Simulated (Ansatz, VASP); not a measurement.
PbSe: VASP beside Ansatz

INCAR

```
PREC = Accurate
ENCUT = 400
EDIFF = 1E-8
ISMEAR = -1
SIGMA = 0.01
LREAL = False
LASPH = True
NELM = 120
ALGO = Normal
ISIF = 2
LWAVE = False
LCHARG = False
GGA = PS
LEFG = True
NBANDS = 17
GGA_COMPAT = False
```

Contents of KPOINTS:

```
regular mesh
0
Gamma
  9 9 9
```

POSCAR

```
PbSe
1.0
    0.0306215000      3.0774607500      3.0774607500
    3.0774607500      0.0306215000      3.0774607500
    3.0774607500      3.0774607500      0.0306215000
Pb Se
1 1
Direct
    0.0000000000      0.0000000000      0.0000000000
    0.5000000000      0.5000000000      0.5000000000
```

Input for Ansatz:

```yaml
crystal:
  lattice:
    - [0.0306215, 3.07746075, 3.07746075]
    - [3.07746075, 0.0306215, 3.07746075]
    - [3.07746075, 3.07746075, 0.0306215]
  atoms:
    - { symbol: Pb, position: [0.0, 0.0, 0.0] }
    - { symbol: Se, position: [0.5, 0.5, 0.5] }
kpoints:
  mp_grid: { grid: [9, 9, 9] }
scf:
  occupations: { method: fermi_dirac, width: 0.01 }
hamiltonian:
  xc: pbesol
  pseudopotentials: { kind: all_electron, datasets: crystal }
output:
  forces: true
  stress: true
  eigenvalues: true
  efg: { contact_densities: true }
```

Change from the starting cell: equal xy, yz and zx shear strains of +1 %, crystal datasets.

Alike in both runs: task electric field gradients; functional PBEsol; k mesh 9 × 9 × 9; occupations fermi-dirac, width 0.01 eV; no spin polarisation.

|  | VASP | Ansatz |
| --- | --- | --- |
| version | VASP 6.6.1 | Ansatz 0.2.0 |
| potentials or method | VASP PAW PBE potentials, release 64 (Pb_d, Se), cutoff 400 eV | all-electron PAW with datasets made for the crystal, scalar-relativistic |

```tsv
	VASP	Ansatz	Ansatz less VASP
gap on the k mesh at the Fermi level (eV)	0.57	0.56	-0.001
pressure (GPa)	-0.6	-0.6	+0.02
traceless stress, the component that is largest in VASP (GPa)	-0.18	-0.18	0.000
size of Vzz on the site where it differs most (V/Å²)	1.9	3.7	+1.72
```

VASP's potentials were made for PBE, not for PBEsol. Ansatz ran all-electron here, and VASP with PAW potentials.

Spin-orbit coupling is off throughout.
